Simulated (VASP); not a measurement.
# NiO (P4_2/mmc) in VASP: further runs

NiO is run at these levels: PBE; tasks: relaxation of shape and atoms at fixed volume.

All numbers are computed with VASP 6.6.1; they aren't measurements. Logs are shortened: lines on timing, memory, paths and dates and some standing lists are left out, and cuts for length are marked.

**1. The cell of the first run**

The structure is tetragonal, space group P4_2/mmc (No. 131). Conventional cell: a = 2.681 Å, b = 2.681 Å, c = 4.914 Å, α = 90.00°, β = 90.00°, γ = 90.00°. Within 2.4 Å of Ni (site symmetry mmm) lie 4 O at 1.82 Å. O (site symmetry -4m2) has 4 Ni at 1.82 Å and 2 O at 2.46 Å within 2.5 Å.

**2. Relaxation of shape and atoms at fixed volume, PBE (8.83 Å³/atom)**

File INCAR:

```
  ALGO = Normal
  EDIFF = 1E-6
  EDIFFG = -0.01
  ENCUT = 600
  GGA = PE
  IBRION = 2
  ISIF = 4
  ISMEAR = 0
  LASPH = T
  LCHARG = F
  LREAL = F
  LWAVE = F
  NELM = 60
  NSW = 50
  PREC = Accurate
  SIGMA = 0.1
```

File KPOINTS:

```
k-points
0
Gamma
  16 16 10
```

File POSCAR:

```
NiO
1.0
    2.6807352471      0.0000000000      0.0000000000
    0.0000000000      2.6807352471      0.0000000000
    0.0000000000      0.0000000000      4.9139639294
Ni O
2 2
Direct
    0.0000000000      0.5000000000      0.5000000000
    0.5000000000      0.0000000000      0.0000000000
    0.0000000000      0.0000000000      0.2500000000
    0.0000000000      0.0000000000      0.7500000000
```

Potentials or basis: VASP PAW PBE potentials, release 64 (Ni, O).

Command:

```sh
cat potpaw_PBE.64/Ni/POTCAR potpaw_PBE.64/O/POTCAR > POTCAR
mpirun -np 1 vasp_std > vasp.out
```

OUTCAR:

```text
EDIFF = 1E-6
   EDIFFG = -0.01
   ENCUT = 600
   GGA = PE
   IBRION = 2
   ISIF = 4
   ISMEAR = 0
   LASPH = T
   LREAL = F
   NELM = 60
   NSW = 50
   PREC = Accurate

 ion  position               nearest neighbor table
   1  0.000  0.500  0.500-   3 1.82   4 1.82   3 1.82   4 1.82
   2  0.500  0.000  0.000-   3 1.82   4 1.82   3 1.82   4 1.82
   3  0.000  0.000  0.250-   1 1.82   2 1.82   1 1.82   2 1.82
   4  0.000  0.000  0.750-   1 1.82   2 1.82   1 1.82   2 1.82

  LATTYP: Found a simple tetragonal cell.
 ALAT       =     2.6807352471
 C/A-ratio  =     1.8330657362

  Lattice vectors:

 A1 = (   2.6807352471,   0.0000000000,   0.0000000000)
 A2 = (   0.0000000000,   2.6807352471,   0.0000000000)
 A3 = (   0.0000000000,   0.0000000000,   4.9139639294)

Analysis of symmetry for initial positions (statically):
=====================================================================
 Subroutine PRICEL returns:
 Original cell was already a primitive cell.

 Routine SETGRP: Setting up the symmetry group for a
 simple tetragonal supercell.

 Subroutine GETGRP returns: Found 16 space group operations
 (whereof  8 operations were pure point group operations)
 out of a pool of 16 trial point group operations.

The static configuration has the point symmetry D_2h.
 The point group associated with its full space group is D_4h.

Analysis of symmetry for dynamics (positions and initial velocities):
=====================================================================
 Subroutine PRICEL returns:
 Original cell was already a primitive cell.

 Routine SETGRP: Setting up the symmetry group for a
 simple tetragonal supercell.

 Subroutine GETGRP returns: Found 16 space group operations
 (whereof  8 operations were pure point group operations)
 out of a pool of 16 trial point group operations.

The dynamic configuration has the point symmetry D_2h.
 The point group associated with its full space group is D_4h.

 Subroutine INISYM returns: Found 16 space group operations
 (whereof  8 operations are pure point group operations),
 and found     1 'primitive' translations

----------------------------------------------------------------------------------------

                                     Primitive cell

  volume of cell :      35.3134

  direct lattice vectors                    reciprocal lattice vectors
     2.680735247  0.000000000  0.000000000     0.373031989  0.000000000  0.000000000
     0.000000000  2.680735247  0.000000000     0.000000000  0.373031989  0.000000000
     0.000000000  0.000000000  4.913963929     0.000000000  0.000000000  0.203501697

  length of vectors
     2.680735247  2.680735247  4.913963929     0.373031989  0.373031989  0.203501697

  position of ions in fractional coordinates (direct lattice)
     0.000000000  0.500000000  0.500000000
     0.500000000  0.000000000  0.000000000
     0.000000000  0.000000000  0.250000000
     0.000000000  0.000000000  0.750000000

  ion indices of the primitive-cell ions
   primitive index   ion index
                 1           1
                 2           2
                 3           3
                 4           4

----------------------------------------------------------------------------------------

 KPOINTS: k-points

Automatic generation of k-mesh.
 Grid dimensions read from file:
 generate k-points for:   16   16   10

 Generating k-lattice:

  Cartesian coordinates                     Fractional coordinates (reciprocal lattice)
     0.023314499  0.000000000  0.000000000     0.062500000  0.000000000  0.000000000
     0.000000000  0.023314499  0.000000000     0.000000000  0.062500000  0.000000000
     0.000000000  0.000000000  0.020350170     0.000000000  0.000000000  0.100000000

  Length of vectors
     0.023314499  0.023314499  0.020350170

  Shift w.r.t. Gamma in fractional coordinates (k-lattice)
     0.000000000  0.000000000  0.000000000

 Subroutine IBZKPT returns following result:
 ===========================================

 Found    270 irreducible k-points:

 Following reciprocal coordinates:
            Coordinates               Weight
  0.000000  0.000000  0.000000      1.000000
  0.062500  0.000000  0.000000      4.000000
  0.125000  0.000000  0.000000      4.000000
  0.187500  0.000000  0.000000      4.000000
  0.250000  0.000000  0.000000      4.000000
  0.312500  0.000000  0.000000      4.000000
[... 16 lines left out ...]
  0.437500  0.125000  0.000000      8.000000
  0.500000  0.125000  0.000000      4.000000
 [... further k-points ...]
   k-points           NKPTS =    270   k-points in BZ     NKDIM =    270   number of bands    NBANDS=     20
   number of dos      NEDOS =    301   number of ions     NIONS =      4
   total plane-waves  NPLWV =  23040
   dimension x,y,z NGX =    24 NGY =   24 NGZ =   40
   dimension x,y,z NGXF=    48 NGYF=   48 NGZF=   80
   ions per type =               2   2
   NGX,Y,Z   is equivalent  to a cutoff of  14.88, 14.88, 13.53 a.u.
   NGXF,Y,Z  is equivalent  to a cutoff of  29.77, 29.77, 27.07 a.u.
 SYSTEM =  unknown system
   PREC   = accura    normal or accurate (medium, high low for compatibility)
   ISTART =      0    job   : 0-new  1-cont  2-samecut
   ICHARG =      2    charge: 1-file 2-atom 10-const
   ISPIN  =      1    spin polarized calculation?
   LNONCOLLINEAR =      F non collinear calculations
   LSORBIT =      F    spin-orbit coupling
   LASPH  =      T    aspherical Exc in radial PAW
   ENCUT  =  600.0 eV  44.10 Ry    6.64 a.u.   5.35  5.35  9.81*2*pi/ulx,y,z
   NELM   =     60;   NELMIN=  2; NELMDL= -5     # of ELM steps
   EDIFF  = 0.1E-05   stopping-criterion for ELM
   LREAL  =      F    real-space projection
   EDIFFG = -.1E-01   stopping-criterion for IOM
   NSW    =     50    number of steps for IOM
   IBRION =      2    ionic relax: 0-MD 1-quasi-New 2-CG
   NFREE  =      1    steps in history (QN), initial steepest desc. (CG)
   ISIF   =      4    stress and relaxation
   ISYM   =      2    0-nonsym 1-usesym 2-fastsym
   POTIM  = 0.5000    time-step for ionic-motion
   TEBEG  =    0.0;   TEEND  =   0.0 temperature during run
   PSTRESS=    0.0 pullay stress
   NELECT =      32.0000    total number of electrons
   NUPDOWN=      -1.0000    fix difference up-down
   EMIN   =  10.00;   EMAX   =-10.00  energy-range for DOS
   EFERMI =   0.00;   METHOD = LEGACY
   ISMEAR =     0;   SIGMA  =   0.10  broadening in eV -4-tet -1-fermi 0-gaus
   EFERMI_NEDOS =   21; number of points for ismear=-14 and -15
   IALGO  =     38    algorithm
   IMIX   =      4    mixing-type and parameters
     AMIX     =   0.40;   BMIX     =  1.00
     AMIX_MAG =   1.60;   BMIX_MAG =  1.00
  volume/ion in A,a.u.               =       8.83        59.58
  Fermi-wavevector in a.u.,A,eV,Ry     =   1.584206  2.993715 34.146643  2.509707
  Thomas-Fermi vector in A             =   2.683859
   LORBIT       =      0    0 simple, 1 ext, 2 COOP (PROOUT), +10 PAW based schemes
   GGA     = PE    functional components
   LHFCALC =     F    Hartree Fock is set to
   AEXX    =    0.0000 exact exchange contribution
   IVDW    =     0    specifies the selected vdW correction
   LEPSILON=     F    determine dielectric tensor
   LRPA    =     F    only Hartree local field effects (RPA)
 conjugate gradient relaxation of ions
 non-spin polarized calculation
 Gauss-broadening in eV      SIGMA  =   0.10
  energy-cutoff  :      600.00
  volume of cell :       35.31
 maximum number of plane-waves:      1200
 NGX is ok and might be reduce to    24
   NGX = 11   NGY = 11   NGZ = 19

--------------------------------------- Ionic step        1  -------------------------------------------

 number of electron      31.9999982 magnetization

 Free energy of the ion-electron system (eV)
  ---------------------------------------------------
  ext. energy  EPLUGINS =         0.00000000
  ---------------------------------------------------
  free energy    TOTEN  =       -23.84861296 eV

  energy without entropy =      -23.84222617  energy(sigma->0) =      -23.84541956

------------------------ aborting loop because EDIFF is reached ----------------------------------------

  FORCE on cell =-STRESS in cart. coord.  units (eV):
  Direction    XX          YY          ZZ          XY          YZ          ZX
  --------------------------------------------------------------------------------------
  -------------------------------------------------------------------------------------
  Total        6.5897721      6.5897721      7.5234574      0.0000000      0.0000000      0.0000000
  in kB      298.9793290    298.9793290    341.3408241      0.0000000      0.0000000      0.0000000
  external PRESSURE =     313.0998274 kB  Pullay stress =       0.0000000 kB
[... 61 lines left out ...]
  energy  without entropy=      -23.8468143261  energy(sigma->0) =      -23.85018290

--------------------------------------- Ionic step        3  -------------------------------------------

 number of electron      31.9999974 magnetization

 Free energy of the ion-electron system (eV)
  ---------------------------------------------------
  ext. energy  EPLUGINS =         0.00000000
  ---------------------------------------------------
  free energy    TOTEN  =       -23.85455697 eV

  energy without entropy =      -23.84755840  energy(sigma->0) =      -23.85105768

 E-fermi :   8.4715     XC(G=0): -12.6899

 val. band max:        8.4693736108   @ k =   0.5000   0.2500   0.0000
 cond. band min:       8.4730199575   @ k =   0.5000   0.4375   0.3000
 fundamental gap:      0.0036463468
 Fermi energy:         8.4715498663

 k-point     1 :       0.0000    0.0000    0.0000
  band No.  band energies     occupation
      1     -13.4602      2.00000
      2     -11.7875      2.00000
      3      -1.7299      2.00000
      4       1.8254      2.00000
      5       1.8254      2.00000
      6       4.1607      2.00000
[... 12 lines left out ...]
     19      11.7588      0.00000
[... 513 lines left out ...]
      4      -0.0914      2.00000
      5       1.2461      2.00000
      6       1.8382      2.00000
[... 12 lines left out ...]
     19      12.5993      0.00000
     20      15.7947      0.00000

 [... further k-points ...]

------------------------ aborting loop because EDIFF is reached ----------------------------------------

  FORCE on cell =-STRESS in cart. coord.  units (eV):
  Direction    XX          YY          ZZ          XY          YZ          ZX
  --------------------------------------------------------------------------------------
  -------------------------------------------------------------------------------------
  Total        6.5893948      6.5893948      6.6001949      0.0000000      0.0000000      0.0000000
  in kB      298.9622101    298.9622101    299.4522162      0.0000000      0.0000000      0.0000000
  external PRESSURE =     299.1255455 kB  Pullay stress =       0.0000000 kB
[... 19 lines left out ...]
  FREE ENERGIE OF THE ION-ELECTRON SYSTEM (eV)
  ---------------------------------------------------
  free  energy   TOTEN  =       -23.8545569665 eV

  energy  without entropy=      -23.8475584000  energy(sigma->0) =      -23.85105768

 reached required accuracy - stopping structural energy minimisation
```

It took 2.6 min on 1 thread of Intel Xeon 6975P-C (Granite Rapids), shared host; peak memory 0.32 GiB.

What came out:

```yaml
Free_energy: -23.8546 eV
Energy_gained_by_relaxing: 1.5 meV/atom
Ionic_steps: 3
Pressure_after_relaxing: 29.9 GPa
Band_gap_on_the_k_mesh: zero (bands 16 and 17 overlap by 0.41 eV)
```

Step by step:
| step | energy change (eV) | largest force (eV/Å) | pressure (GPa) | volume (Å³) |
| --- | --- | --- | --- | --- |
| 1 | 0.0000 | 0.0000 | 31.31 | 35.31 |
| 2 | -0.0049 | 0.0000 | 30.50 | 35.31 |
| 3 | -0.0059 | 0.0000 | 29.91 | 35.31 |

Final structure:
```cif
data_structure
_symmetry_space_group_name_H-M 'P 1'
_symmetry_Int_Tables_number 1
_cell_length_a 2.6639
_cell_length_b 2.6639
_cell_length_c 4.9763
_cell_angle_alpha 90.000
_cell_angle_beta 90.000
_cell_angle_gamma 90.000
_cell_volume 35.31
loop_
_atom_site_label
_atom_site_type_symbol
_atom_site_fract_x
_atom_site_fract_y
_atom_site_fract_z
_atom_site_occupancy
Ni1 Ni 0.00000 0.50000 0.50000 1
Ni2 Ni 0.50000 0.00000 0.00000 1
O1 O 0.00000 0.00000 0.25000 1
O2 O 0.00000 0.00000 0.75000 1
```

Caveat: the run has no spin polarisation, though such a crystal can be magnetic; semilocal functionals often make such compounds metallic where correlation or magnetic order opens a gap, which also shifts bond lengths.

(Continued in part 2 of 2.)
